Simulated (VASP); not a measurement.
# Sc (P6_3/mmc) in VASP: further runs

The runs below take Sc through single point, with r2SCAN.

Everything below comes from runs of VASP 6.6.1. Logs are shortened: lines on timing, memory, paths and dates and some standing lists are left out, and cuts for length are marked.

**1. The cell of the first run**

It takes space group P6_3/mmc (No. 194, hexagonal). The conventional cell has a = 3.133 Å, b = 3.133 Å, c = 4.807 Å, α = 90.00°, β = 90.00°, γ = 120.00°. Sc (site symmetry -6m2) has 12 Sc at 3.01 to 3.13 Å within 4.0 Å.

**2. Single point, r2SCAN**

The input, POSCAR:

```
Sc
1.0
    3.1328490864      0.0000000000      0.0000000000
   -1.5664245432      2.7131268951      0.0000000000
    0.0000000000      0.0000000000      4.8066791297
Sc
2
Direct
    0.3333333333      0.6666666667      0.2500000000
    0.6666666667      0.3333333333      0.7500000000
```

The input, INCAR.step1:

```
SYSTEM = Sc
ALGO     = Normal         ! electronic algorithm
EDIFF    = 1E-4           ! SCF threshold, eV
ENCUT    = 520            ! plane-wave cutoff, eV
GGA      = PE             ! functional
ISMEAR   = -1             ! smearing method
LASPH    = .True.         ! aspherical terms in the spheres
LCHARG   = .False.        ! write CHGCAR
LREAL    = .False.        ! projectors in reciprocal space
LWAVE    = .True.         ! write WAVECAR
NBANDS   = 18             ! bands
NELM     = 60             ! most SCF steps
PREC     = Accurate       ! precision mode
SIGMA    = 0.08           ! smearing width, eV
```

The input, INCAR.step2:

```
SYSTEM = Sc
ALGO     = Normal         ! electronic algorithm
EDIFF    = 1E-7           ! SCF threshold, eV
ENCUT    = 520            ! plane-wave cutoff, eV
ISIF     = 2              ! what is computed and relaxed
ISMEAR   = -1             ! smearing method
ISTART   = 1            
LASPH    = .True.         ! aspherical terms in the spheres
LCHARG   = .False.        ! write CHGCAR
LMIXTAU  = .True.       
LREAL    = .False.        ! projectors in reciprocal space
LWAVE    = .False.        ! write WAVECAR
METAGGA  = R2SCAN         ! meta-GGA
NBANDS   = 18             ! bands
NELM     = 60             ! most SCF steps
PREC     = Accurate       ! precision mode
SIGMA    = 0.08           ! smearing width, eV
```

The input, KPOINTS:

```
k-points
0
Gamma
  16 16 10
  0 0 0
```

Potentials or basis: VASP PAW PBE potentials, release 64 (Sc_sv).

On the command line:

```bash
$ cat potpaw_PBE.64/Sc_sv/POTCAR > POTCAR
$ cp INCAR.step1 INCAR
$ mpirun -np 1 vasp_std > vasp.out
$ cp INCAR.step2 INCAR
$ mpirun -np 1 vasp_std > vasp.out
```

OUTCAR:

```text
SYSTEM = Sc
   EDIFF = 1E-7
   ENCUT = 520
   ISIF = 2
   ISMEAR = -1
   ISTART = 1
   LASPH = .True.
   LREAL = .False.
   METAGGA = R2SCAN
   NELM = 60
   PREC = Accurate

 ion  position               nearest neighbor table
   1  0.333  0.667  0.250-   2 3.01   2 3.01   2 3.01   2 3.01   2 3.01   2 3.01
   2  0.667  0.333  0.750-   1 3.01   1 3.01   1 3.01   1 3.01   1 3.01   1 3.01

  LATTYP: Found a hexagonal cell.
 ALAT       =     3.1328490864
 C/A-ratio  =     1.5342836495

  Lattice vectors:

 A1 = (   3.1328490864,   0.0000000000,   0.0000000000)
 A2 = (  -1.5664245432,   2.7131268951,   0.0000000000)
 A3 = (   0.0000000000,   0.0000000000,   4.8066791297)

Analysis of symmetry for initial positions (statically):
=====================================================================
 Subroutine PRICEL returns:
 Original cell was already a primitive cell.

 Routine SETGRP: Setting up the symmetry group for a
 hexagonal supercell.

 Subroutine GETGRP returns: Found 24 space group operations
 (whereof 12 operations were pure point group operations)
 out of a pool of 24 trial point group operations.

The static configuration has the point symmetry D_3d.
 The point group associated with its full space group is D_6h.

Analysis of symmetry for dynamics (positions and initial velocities):
=====================================================================
 Subroutine PRICEL returns:
 Original cell was already a primitive cell.

 Routine SETGRP: Setting up the symmetry group for a
 hexagonal supercell.

 Subroutine GETGRP returns: Found 24 space group operations
 (whereof 12 operations were pure point group operations)
 out of a pool of 24 trial point group operations.

The dynamic configuration has the point symmetry D_3d.
 The point group associated with its full space group is D_6h.

 Subroutine INISYM returns: Found 24 space group operations
 (whereof 12 operations are pure point group operations),
 and found     1 'primitive' translations

----------------------------------------------------------------------------------------

                                     Primitive cell

  volume of cell :      40.8559

  direct lattice vectors                    reciprocal lattice vectors
     3.132849086  0.000000000  0.000000000     0.319198267  0.184289206  0.000000000
    -1.566424543  2.713126895  0.000000000     0.000000000  0.368578411  0.000000000
     0.000000000  0.000000000  4.806679130     0.000000000  0.000000000  0.208043843

  length of vectors
     3.132849086  3.132849086  4.806679130     0.368578411  0.368578411  0.208043843

  position of ions in fractional coordinates (direct lattice)
     0.333333333  0.666666667  0.250000000
     0.666666667  0.333333333  0.750000000

  ion indices of the primitive-cell ions
   primitive index   ion index
                 1           1
                 2           2

----------------------------------------------------------------------------------------

 KPOINTS: k-points

Automatic generation of k-mesh.
 Grid dimensions read from file:
 generate k-points for:   16   16   10

 Generating k-lattice:

  Cartesian coordinates                     Fractional coordinates (reciprocal lattice)
     0.019949892  0.011518075  0.000000000     0.062500000  0.000000000  0.000000000
     0.000000000  0.023036151  0.000000000     0.000000000  0.062500000  0.000000000
     0.000000000  0.000000000  0.020804384     0.000000000  0.000000000  0.100000000

  Length of vectors
     0.023036151  0.023036151  0.020804384

  Shift w.r.t. Gamma in fractional coordinates (k-lattice)
     0.000000000  0.000000000  0.000000000

 Subroutine IBZKPT returns following result:
 ===========================================

 Found    180 irreducible k-points:

 Following reciprocal coordinates:
            Coordinates               Weight
  0.000000  0.000000  0.000000      1.000000
  0.062500  0.000000  0.000000      6.000000
  0.125000  0.000000  0.000000      6.000000
  0.187500  0.000000  0.000000      6.000000
  0.250000  0.000000  0.000000      6.000000
  0.312500  0.000000  0.000000      6.000000
[... 16 lines left out ...]
  0.187500  0.187500  0.000000      6.000000
  0.250000  0.187500  0.000000     12.000000
 [... further k-points ...]
   k-points           NKPTS =    180   k-points in BZ     NKDIM =    180   number of bands    NBANDS=     18
   number of dos      NEDOS =    301   number of ions     NIONS =      2
   total plane-waves  NPLWV =  20736
   dimension x,y,z NGX =    24 NGY =   24 NGZ =   36
   dimension x,y,z NGXF=    48 NGYF=   48 NGZF=   72
   ions per type =               2
   NGX,Y,Z   is equivalent  to a cutoff of  12.74, 12.74, 12.45 a.u.
   NGXF,Y,Z  is equivalent  to a cutoff of  25.47, 25.47, 24.90 a.u.
 SYSTEM =  Sc
   PREC   = accura    normal or accurate (medium, high low for compatibility)
   ISTART =      1    job   : 0-new  1-cont  2-samecut
   ICHARG =      0    charge: 1-file 2-atom 10-const
   ISPIN  =      1    spin polarized calculation?
   LNONCOLLINEAR =      F non collinear calculations
   LSORBIT =      F    spin-orbit coupling
   LASPH  =      T    aspherical Exc in radial PAW
   ENCUT  =  520.0 eV  38.22 Ry    6.18 a.u.   5.83  5.83  8.94*2*pi/ulx,y,z
   NELM   =     60;   NELMIN=  2; NELMDL=  0     # of ELM steps
   EDIFF  = 0.1E-06   stopping-criterion for ELM
   LREAL  =      F    real-space projection
   EDIFFG = 0.1E-05   stopping-criterion for IOM
   NSW    =      0    number of steps for IOM
   IBRION =     -1    ionic relax: 0-MD 1-quasi-New 2-CG
   NFREE  =      0    steps in history (QN), initial steepest desc. (CG)
   ISIF   =      2    stress and relaxation
   ISYM   =      2    0-nonsym 1-usesym 2-fastsym
   POTIM  = 0.5000    time-step for ionic-motion
   TEBEG  =    0.0;   TEEND  =   0.0 temperature during run
   PSTRESS=    0.0 pullay stress
   NELECT =      22.0000    total number of electrons
   NUPDOWN=      -1.0000    fix difference up-down
   EMIN   =  10.00;   EMAX   =-10.00  energy-range for DOS
   EFERMI =   0.00;   METHOD = LEGACY
   ISMEAR =    -1;   SIGMA  =   0.08  broadening in eV -4-tet -1-fermi 0-gaus
   EFERMI_NEDOS =   21; number of points for ismear=-14 and -15
   IALGO  =     38    algorithm
   IMIX   =      4    mixing-type and parameters
     AMIX     =   0.40;   BMIX     =  1.00
     AMIX_MAG =   1.60;   BMIX_MAG =  1.00
  volume/ion in A,a.u.               =      20.43       137.85
  Fermi-wavevector in a.u.,A,eV,Ry     =   1.331877  2.516883 24.135329  1.773897
  Thomas-Fermi vector in A             =   2.460855
   LORBIT       =      0    0 simple, 1 ext, 2 COOP (PROOUT), +10 PAW based schemes
   METAGGA = R2SCAN    functional components
   LHFCALC =     F    Hartree Fock is set to
   AEXX    =    0.0000 exact exchange contribution
   IVDW    =     0    specifies the selected vdW correction
   LEPSILON=     F    determine dielectric tensor
   LRPA    =     F    only Hartree local field effects (RPA)
 non-spin polarized calculation
  energy-cutoff  :      520.00
  volume of cell :       40.86
 maximum number of plane-waves:      1114
 NGX is ok and might be reduce to    24
   NGX = 11   NGY = 11   NGZ = 17

 number of electron      22.0000013 magnetization

 Free energy of the ion-electron system (eV)
  ---------------------------------------------------
  ext. energy  EPLUGINS =         0.00000000
  ---------------------------------------------------
  free energy    TOTEN  =       -22.36490231 eV

  energy without entropy =      -22.30086036  energy(sigma->0) =      -22.33288133

 E-fermi :   4.9090     XC(G=0): -11.4465

 val. band max:        4.9067484352   @ k =   0.1875   0.0625   0.3000
 cond. band min:       4.9096055952   @ k =   0.1875   0.0625   0.1000
 fundamental gap:      0.0028571601
 Fermi energy:         4.9090117392

 k-point     1 :       0.0000    0.0000    0.0000
  band No.  band energies     occupation
      1     -46.1097      2.00000
      2     -45.9405      2.00000
      3     -24.2133      2.00000
      4     -23.5261      2.00000
      5     -23.5261      2.00000
      6     -23.3983      2.00000
[... 10 lines left out ...]
     17       7.8801      0.00000
     18       7.8801      0.00000

 k-point     2 :       0.0625    0.0000    0.0000
  band No.  band energies     occupation
      1     -46.1055      2.00000
      2     -45.9392      2.00000
      3     -24.2033      2.00000
      4     -23.5448      2.00000
      5     -23.5328      2.00000
      6     -23.4180      2.00000
[... 10 lines left out ...]
     17       7.7849      0.00000
     18       7.8048      0.00000

 k-point     3 :       0.1250    0.0000    0.0000
  band No.  band energies     occupation
      1     -46.0936      2.00000
      2     -45.9359      2.00000
      3     -24.1742      2.00000
      4     -23.5982      2.00000
      5     -23.5513      2.00000
      6     -23.4733      2.00000
[... 10 lines left out ...]
     17       7.8204      0.00000
     18       7.8636      0.00000

 k-point     4 :       0.1875    0.0000    0.0000
  band No.  band energies     occupation
      1     -46.0753      2.00000
      2     -45.9312      2.00000
      3     -24.1281      2.00000
      4     -23.6790      2.00000
      5     -23.5780      2.00000
      6     -23.5536      2.00000
[... 10 lines left out ...]
     17       8.1278      0.00000
     18       8.1925      0.00000

 k-point     5 :       0.2500    0.0000    0.0000
  band No.  band energies     occupation
      1     -46.0527      2.00000
      2     -45.9268      2.00000
      3     -24.0689      2.00000
      4     -23.7754      2.00000
      5     -23.6446      2.00000
      6     -23.6082      2.00000
[... 10 lines left out ...]
     17       8.4963      0.00000
     18       8.6108      0.00000

 k-point     6 :       0.3125    0.0000    0.0000
  band No.  band energies     occupation
      1     -46.0285      2.00000
      2     -45.9238      2.00000
      3     -24.0017      2.00000
      4     -23.8725      2.00000
      5     -23.7324      2.00000
      6     -23.6374      2.00000
[... 307 lines left out ...]
 k-point    21 :       0.3750    0.1250    0.0000
  band No.  band energies     occupation
      1     -45.9819      2.00000
      2     -45.9264      2.00000
      3     -23.9905      2.00000
      4     -23.8559      2.00000
      5     -23.8415      2.00000
      6     -23.7094      2.00000
[... 10 lines left out ...]
     17       9.7860      0.00000
     18      10.1668      0.00000

 k-point    22 :       0.4375    0.1250    0.0000
  band No.  band energies     occupation
      1     -45.9749      2.00000
      2     -45.9283      2.00000
      3     -24.0083      2.00000
      4     -23.8498      2.00000
      5     -23.8311      2.00000
      6     -23.7206      2.00000
[... 10 lines left out ...]
     17       9.8579      0.00000
     18      10.1745      0.00000

 k-point    23 :       0.1875    0.1875    0.0000
  band No.  band energies     occupation
      1     -46.0226      2.00000
      2     -45.9234      2.00000
      3     -23.9852      2.00000
      4     -23.8188      2.00000
      5     -23.8073      2.00000
      6     -23.6171      2.00000
[... 10 lines left out ...]
     17       8.9402      0.00000
     18       9.5019      0.00000

 k-point    24 :       0.2500    0.1875    0.0000
  band No.  band energies     occupation
      1     -46.0012      2.00000
      2     -45.9235      2.00000
      3     -23.9203      2.00000
      4     -23.8938      2.00000
      5     -23.8324      2.00000
      6     -23.6638      2.00000
[... 10 lines left out ...]
     17       9.4487      0.00000
     18      10.0266      0.00000

 [... further k-points ...]

------------------------ aborting loop because EDIFF is reached ----------------------------------------

  FORCE on cell =-STRESS in cart. coord.  units (eV):
  Direction    XX          YY          ZZ          XY          YZ          ZX
  --------------------------------------------------------------------------------------
  -------------------------------------------------------------------------------------
  Total        3.9115875      3.9115875      3.9139209      0.0000000      0.0000000      0.0000000
  in kB      153.3941931    153.3941931    153.4856977      0.0000000      0.0000000      0.0000000
  external PRESSURE =     153.4246946 kB  Pullay stress =       0.0000000 kB

 VOLUME and BASIS-vectors are now :
 -----------------------------------------------------------------------------
  energy-cutoff  :      520.00
  volume of cell :       40.86
      direct lattice vectors                 reciprocal lattice vectors
     3.132849086  0.000000000  0.000000000     0.319198267  0.184289206  0.000000000
    -1.566424543  2.713126895  0.000000000     0.000000000  0.368578411  0.000000000
     0.000000000  0.000000000  4.806679130     0.000000000  0.000000000  0.208043843

 POSITION                                       TOTAL-FORCE (eV/Angst)
 -----------------------------------------------------------------------------------
     -0.00000      1.80875      1.20167         0.000000      0.000000      0.000000
      1.56642      0.90438      3.60501        -0.000000     -0.000000      0.000000
 -----------------------------------------------------------------------------------
    total drift:                               -0.000000      0.000000     -0.000000

  FREE ENERGIE OF THE ION-ELECTRON SYSTEM (eV)
  ---------------------------------------------------
  free  energy   TOTEN  =       -22.3649023078 eV

  energy  without entropy=      -22.3008603576  energy(sigma->0) =      -22.33288133
```

Wall time 10 min (1 thread of Intel Xeon 8259CL, shared host); peak memory 0.24 GiB.

What came out:

```yaml
Free_energy: -22.3649 eV
Pressure: 15.3 GPa
Band_gap_on_the_k_mesh: zero (bands 11 and 12 overlap by 1.98 eV)
```

Caveat: the cell stands under pressure; the PAW data sets were made with another functional, which shifts forces and pressure a little.

(Continued in part 2 of 2.)
